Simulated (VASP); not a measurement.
# GaP (Cmcm) in VASP: notebook, part 2 of 2

VASP 6.6.1. Earlier steps stand in the parts before.

## (3) Single point, PBEsol

This run uses another cell than the first one, of 12.38 Å³/atom, 0.979 times its volume.

The input, INCAR:

```
  PREC = Accurate
  ENCUT = 520
  EDIFF = 1E-6
  ISMEAR = -1
  SIGMA = 0.1
  LREAL = F
  LASPH = T
  NELM = 100
  ALGO = Normal
  ISIF = 2
  LWAVE = F
  LCHARG = T
  GGA = PS
  LELF = T
  LVHAR = T
  NBANDS = 66
```

The input, KPOINTS:

```
regular mesh
0
Gamma
  10 10 4
```

The input, POSCAR:

```
GaP
1.0
    2.3045559082     -2.4606890605      0.0000000000
    2.3045559082      2.4606890605      0.0000000000
    0.0000000000      0.0000000000     13.0989638026
P Ga
6 6
Direct
    0.6115521720      0.3884478280      0.0731261404
    0.3884478280      0.6115521720      0.9268738596
    0.3884478280      0.6115521720      0.5731261404
    0.6115521720      0.3884478280      0.4268738596
    0.8838635927      0.1161364073      0.2500000000
    0.1161364073      0.8838635927      0.7500000000
    0.8921231008      0.1078768992      0.5903037345
    0.1078768992      0.8921231008      0.4096962655
    0.1078768992      0.8921231008      0.0903037345
    0.8921231008      0.1078768992      0.9096962655
    0.4067711904      0.5932288096      0.2500000000
    0.5932288096      0.4067711904      0.7500000000
```

Potentials or basis: VASP PAW PBE potentials, release 64 (P, Ga_d).

On the command line:

```console
> cat potpaw_PBE.64/P/POTCAR potpaw_PBE.64/Ga_d/POTCAR > POTCAR
> mpirun -np 1 vasp_std > vasp.out
```

OUTCAR:

```text
PREC = Accurate
   ENCUT = 520
   EDIFF = 1E-6
   ISMEAR = -1
   LREAL = F
   LASPH = T
   NELM = 100
   ISIF = 2
   GGA = PS

 ion  position               nearest neighbor table
   1  0.612  0.388  0.073-   2 2.21   9 2.32   9 2.32   9 2.45   9 2.49  11 2.53  10 2.55   5 2.68

   2  0.388  0.612  0.927-   1 2.21  10 2.32  10 2.32  10 2.45  10 2.49  12 2.53   9 2.55   6 2.68

   3  0.388  0.612  0.573-   4 2.21   7 2.32   7 2.32   7 2.45   7 2.49  12 2.53   8 2.55   6 2.68
[... 15 lines left out ...]
  11  0.407  0.593  0.250-   5 2.31   5 2.31   5 2.35   1 2.53   4 2.53   9 2.56   8 2.56   5 2.57
[... 1884 lines left out ...]

 VOLUME and BASIS-vectors are now :
 -----------------------------------------------------------------------------
  energy-cutoff  :      520.00
  volume of cell :      148.56
      direct lattice vectors                 reciprocal lattice vectors
     2.304555908 -2.460689061  0.000000000     0.216961540 -0.203195116  0.000000000
     2.304555908  2.460689061  0.000000000     0.216961540  0.203195116  0.000000000
     0.000000000  0.000000000 13.098963803     0.000000000  0.000000000  0.076341916

 POSITION                                       TOTAL-FORCE (eV/Angst)
 -----------------------------------------------------------------------------------
      2.30456     -0.54899      0.95788         0.000000      0.008312     -0.015967
      2.30456      0.54899     12.14109         0.000000     -0.008312      0.015967
      2.30456      0.54899      7.50736         0.000000     -0.008312     -0.015967
      2.30456     -0.54899      5.59161         0.000000      0.008312      0.015967
      2.30456     -1.88914      3.27474         0.000000      0.000448     -0.000000
      2.30456      1.88914      9.82422         0.000000     -0.000448     -0.000000
      2.30456     -1.92979      7.73237         0.000000     -0.002234      0.005273
      2.30456      1.92979      5.36660         0.000000      0.002234     -0.005273
      2.30456      1.92979      1.18289         0.000000      0.002234      0.005273
      2.30456     -1.92979     11.91608         0.000000     -0.002234     -0.005273
      2.30456      0.45881      3.27474         0.000000     -0.007866     -0.000000
      2.30456     -0.45881      9.82422         0.000000      0.007866     -0.000000
 -----------------------------------------------------------------------------------
    total drift:                                0.000000      0.000000      0.000000

  FREE ENERGIE OF THE ION-ELECTRON SYSTEM (eV)
  ---------------------------------------------------
  free  energy   TOTEN  =       -50.4804742345 eV

  energy  without entropy=      -50.3984304644  energy(sigma->0) =      -50.43945235
```

Run time: 28 min. Hardware: 1 thread of Intel Xeon Platinum 8488C (Sapphire Rapids), shared host; peak memory 0.69 GiB.

Results:

```
Free energy            : -50.4805 eV
Pressure               : 42.8 GPa
Largest force          : 0.018 eV/Å
Band gap on the k mesh : zero (band 54 reaches 12.83 eV, above the bottom of band 55 at 8.56 eV)
```

Forces in eV/Å, atoms in the order of the input:
```
P    0.000  0.008 -0.016
P    0.000 -0.008  0.016
P    0.000 -0.008 -0.016
P    0.000  0.008  0.016
P    0.000  0.000  0.000
P    0.000  0.000  0.000
Ga   0.000 -0.002  0.005
Ga   0.000  0.002 -0.005
Ga   0.000  0.002  0.005
Ga   0.000 -0.002 -0.005
Ga   0.000 -0.008  0.000
Ga   0.000  0.008  0.000
```

Stress tensor (GPa, compression positive):
```
42.75  0.00  0.00
 0.00 42.90  0.00
 0.00  0.00 42.89
```

Levels at points of the mesh, in eV from the Fermi level:
```csv
k point,band 50,band 51,band 52,band 53,band 54,band 55,band 56,band 57,band 58,band 59
"(0.00, 0.00, 0.00)",-3.08,-3.05,-0.91,-0.73,-0.69,-0.17,0.20,2.33,2.53,2.60
"(0.50, 0.00, 0.00)",-1.12,-1.05,-0.79,-0.14,-0.04,0.64,0.77,1.14,1.42,1.49
"(0.50, 0.50, 0.00)",-5.42,-3.99,-3.63,-3.57,-3.40,-2.66,-1.58,-1.43,1.07,1.96
"(0.00, 0.00, 0.50)",-3.06,-1.52,-1.52,-1.35,-1.35,0.83,0.83,1.73,1.73,2.26
"(0.50, 0.00, 0.50)",-1.64,-1.16,-1.16,0.19,0.19,0.94,0.94,1.42,1.42,2.51
"(0.50, 0.50, 0.50)",-5.00,-4.69,-4.69,-4.17,-4.17,-1.05,-1.05,0.33,0.33,0.40
```

Caveat: the PAW data sets were made with another functional, which shifts forces and pressure a little.
